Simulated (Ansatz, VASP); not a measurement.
# Two plane-wave programs on TiAl

```
CELL_PARAMETERS angstrom
3.13610 0.00000 0.00000
0.00000 3.13610 0.00000
0.00000 0.00000 3.13610
ATOMIC_POSITIONS crystal
Ti 0.00000 0.00000 0.00000
Al 0.50000 0.50000 0.50000
```

Alike in both runs: task single point; functional r2SCAN; k mesh 8 × 8 × 8; occupations fermi-dirac, width 0.05 eV; no spin polarisation.

|  | VASP | Ansatz |
| --- | --- | --- |
| version | VASP 6.6.1 | Ansatz 0.2.0 |
| potentials or method | VASP PAW PBE potentials, release 64 (Ti_sv, Al) | Ansatz PAW |
| plane-wave cutoff (eV) | 520 | 500 |
| valence electrons in the cell | 15 | 15 |

VASP gave:

```
gap on the k mesh at the Fermi level (eV) : none
pressure (GPa)                            : 4.7
```

Problem. Estimate Ansatz's values.

Solution. gap on the k mesh at the Fermi level (eV): none; pressure (GPa): 4.5.

VASP's potentials were made for PBE, not for r2SCAN. A gap of «none» marks a metal or a gap that the smearing closes.
